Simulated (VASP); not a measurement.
The system is Te.

```
Te
1.0
    -1.93180    1.93180    1.93180
     1.93180   -1.93180    1.93180
     1.93180    1.93180   -1.93180
Te
1
Direct
  0.00000 0.00000 0.00000
```

```yaml
Program: VASP 6.6.1
Task: relaxation of cell and atoms
Functional: BLYP
Potentials_or_basis: VASP PAW PBE potentials, release 64 (Te)
Cutoff: 600 eV
k_mesh: 11 × 11 × 11
Occupations: fermi-dirac, width 0.1 eV
Spin: no spin polarisation
```

At the start: pressure 5.3 GPa; volume 28.84 Å³/atom.

Where does the relaxation end?

Over 3 steps the energy falls by 49.5 meV/atom and the volume is 32.13 Å³/atom (+11.4 %); space group Im-3m (No. 229, to 0.05 Å).

The path:
```csv
step,energy change (eV),largest force (eV/Å),pressure (GPa),volume (Å³)
1,0.0000,0.0000,5.33,28.84
2,-0.0468,0.0000,-0.94,33.03
3,-0.0495,0.0000,0.02,32.13
```

Final structure:
```yaml
crystal:
  lattice:
    - [-2.00271, 2.00271, 2.00271]
    - [2.00271, -2.00271, 2.00271]
    - [2.00271, 2.00271, -2.00271]
  atoms:
    - { symbol: Te, position: [0.00000, 0.00000, 0.00000] }
```

Caveat: the PAW data sets were made with another functional, which shifts forces and pressure a little.
